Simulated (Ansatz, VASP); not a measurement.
## One calculation of InSe, two programs

The input INCAR:

```
SYSTEM = InSe
PREC     = Accurate       ! precision mode
ENCUT    = 520            ! plane-wave cutoff, eV
EDIFF    = 1E-6           ! SCF threshold, eV
ISMEAR   = 0              ! smearing method
SIGMA    = 0.05           ! smearing width, eV
LREAL    = .False.        ! projectors in reciprocal space
LASPH    = .True.         ! aspherical terms in the spheres
NELM     = 80             ! most SCF steps
ALGO     = Normal         ! electronic algorithm
ISIF     = 2              ! what is computed and relaxed
LWAVE    = .False.        ! write WAVECAR
LCHARG   = .False.        ! write CHGCAR
LDIPOL   = .True.       
IDIPOL   = 3            
DIPOL    = 0.5 0.5 0.413
GGA      = PE             ! functional
IVDW     = 12             ! dispersion correction
NBANDS   = 48             ! bands
```

File KPOINTS:

```
Automatic mesh
0
Gamma
  9 9 1
  0 0 0
```

POSCAR

```
InSe
1.0
    4.0266103653      0.0000000000      0.0000000000
   -2.0133051827      3.4871468675      0.0000000000
    0.0000000000      0.0000000000     28.2707107737
Se In
4 4
Direct
    0.0000000000      0.0000000000      0.1591753400
    0.0000000000      0.0000000000      0.3496677344
    0.1111111111      0.2222222222      0.4755931145
    0.1111111111      0.2222222222      0.6660855089
    0.6666666667      0.3333333333      0.2049979902
    0.6666666667      0.3333333333      0.3038451596
    0.7777777778      0.5555555556      0.5214157648
    0.7777777778      0.5555555556      0.6202629341
```

Input for Ansatz:

```yaml
crystal:
  lattice:
    - [4.0266103653, 0.0, 0.0]
    - [-2.0133051827, 3.4871468675, 0.0]
    - [0.0, 0.0, 28.2707107737]
  atoms:
    - { symbol: Se, position: [0.0, 0.0, 0.15917534] }
    - { symbol: In, position: [0.6666666667, 0.3333333333, 0.2049979902] }
    - { symbol: In, position: [0.6666666667, 0.3333333333, 0.3038451596] }
    - { symbol: Se, position: [0.0, 0.0, 0.3496677344] }
    - { symbol: Se, position: [0.1111111111, 0.2222222222, 0.4755931145] }
    - { symbol: In, position: [0.7777777778, 0.5555555556, 0.5214157648] }
    - { symbol: In, position: [0.7777777778, 0.5555555556, 0.6202629341] }
    - { symbol: Se, position: [0.1111111111, 0.2222222222, 0.6660855089] }
basis:
  ecutwfc: 420
kpoints:
  mp_grid: { grid: [9, 9, 1] }
hamiltonian:
  xc: pbe
  pseudopotentials: { kind: paw, azcp: { folder: soft_1 } }
  dispersion: d3bj
scf:
  occupations: { method: gaussian, width: 0.05 }
output:
  forces: true
  eigenvalues: true
efield:
  axis: 3
  dipole_correction: true
  ramp_width: 0.04
```

Alike in both runs: task single point; functional PBE; dispersion D3(BJ); k mesh 9 × 9 × 1; occupations gaussian, width 0.05 eV; no spin polarisation.

|  | VASP | Ansatz |
| --- | --- | --- |
| version | VASP 6.6.1 | Ansatz 0.2.0 |
| potentials or method | VASP PAW PBE potentials, release 64 (Se, In_d), cutoff 520 eV | scalar-relativistic, plane waves, PAW |
| valence electrons in the cell | 76 | 116 |

|  | VASP | Ansatz | Ansatz less VASP |
| --- | --- | --- | --- |
| gap on the k mesh at the Fermi level (eV) | 1.16 | 1.17 | +0.010 |
| least direct gap on the mesh (eV) | 1.21 | 1.22 | +0.009 |
| rms of the force components (eV/Å) | 0.013 | 0.012 | -0.0005 |

VASP's potentials hold 76 valence electrons a cell and Ansatz's 116, so a difference there can come from the potentials and not from the codes.
